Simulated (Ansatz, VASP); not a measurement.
## Cu6H in VASP and in Ansatz

File INCAR:

```
PREC = Accurate
ENCUT = 520
EDIFF = 1E-6
ISMEAR = 0
SIGMA = 0.1
LREAL = False
LASPH = True
NELM = 60
ALGO = Fast
ISIF = 2
LWAVE = False
LCHARG = False
LDIPOL = True
IDIPOL = 3
DIPOL = 0.5 0.5 0.291
GGA = PE
NBANDS = 80
```

File KPOINTS:

```
Automatic mesh
0
Gamma
  5 5 1
```

POSCAR

```
Cu6H
1.0
    5.1332392722      0.0000000000      0.0000000000
    0.0000000000      5.1332392722      0.0000000000
    0.0000000000      0.0000000000     21.5289058579
Cu H
12 2
Direct
    0.2500000000      0.2500000000      0.1857967157
    0.2500000000      0.7500000000      0.1857967157
    0.7500000000      0.2500000000      0.1857967157
    0.7500000000      0.7500000000      0.1857967157
    0.0000000000      0.0000000000      0.2677566944
    0.0000000000      0.5000000000      0.2677566944
    0.5000000000      0.0000000000      0.2677566944
    0.5000000000      0.5000000000      0.2677566944
    0.2500000000      0.2500000000      0.3497114952
    0.2500000000      0.7500000000      0.3497114952
    0.7500000000      0.2500000000      0.3497114952
    0.7500000000      0.7500000000      0.3497114952
    0.1043804486      1.0000000000      0.4300685747
    0.3956195514      1.0000000000      0.4300685747
```

Input for Ansatz:

```yaml
crystal:
  lattice:
    - [5.1332392722, 0.0, 0.0]
    - [0.0, 5.1332392722, 0.0]
    - [0.0, 0.0, 21.5289058579]
  atoms:
    - { symbol: Cu, position: [0.25, 0.25, 0.1857967157] }
    - { symbol: Cu, position: [0.25, 0.75, 0.1857967157] }
    - { symbol: Cu, position: [0.75, 0.25, 0.1857967157] }
    - { symbol: Cu, position: [0.75, 0.75, 0.1857967157] }
    - { symbol: Cu, position: [0.0, 0.0, 0.2677566944] }
    - { symbol: Cu, position: [0.0, 0.5, 0.2677566944] }
    - { symbol: Cu, position: [0.5, 0.0, 0.2677566944] }
    - { symbol: Cu, position: [0.5, 0.5, 0.2677566944] }
    - { symbol: Cu, position: [0.25, 0.25, 0.3497114952] }
    - { symbol: Cu, position: [0.25, 0.75, 0.3497114952] }
    - { symbol: Cu, position: [0.75, 0.25, 0.3497114952] }
    - { symbol: Cu, position: [0.75, 0.75, 0.3497114952] }
    - { symbol: H, position: [0.1043804486, 1.0, 0.4300685747] }
    - { symbol: H, position: [0.3956195514, 1.0, 0.4300685747] }
basis:
  ecutwfc: 420
kpoints:
  mp_grid: { grid: [5, 5, 1] }
hamiltonian:
  xc: pbe
scf:
  occupations: { method: gaussian, width: 0.1 }
output:
  forces: true
  eigenvalues: true
efield:
  axis: 3
  dipole_correction: true
  ramp_width: 0.04
```

Alike in both runs: task single point; functional PBE; k mesh 5 × 5 × 1; occupations gaussian, width 0.1 eV; no spin polarisation.

```csv
,VASP,Ansatz
version,VASP 6.6.1,Ansatz 0.2.0
potentials or method,"VASP PAW PBE potentials, release 64 (Cu, H), cutoff 520 eV","scalar-relativistic, plane waves, PAW"
valence electrons in the cell,134,230
```

Ansatz gave:

| Property | Result |
| --- | --- |
| gap on the k mesh at the Fermi level (eV) | none |
| rms of the force components (eV/Å) | 0.445 |

**Question.** Estimate VASP's values.

**Answer.** gap on the k mesh at the Fermi level (eV): none; rms of the force components (eV/Å): 0.446.

Atom by atom the forces differ by 0.010 eV/Å (rms over components). A gap of «none» marks a metal or a gap that the smearing closes. VASP's potentials hold 134 valence electrons a cell and Ansatz's 230, so a difference there can come from the potentials and not from the codes.
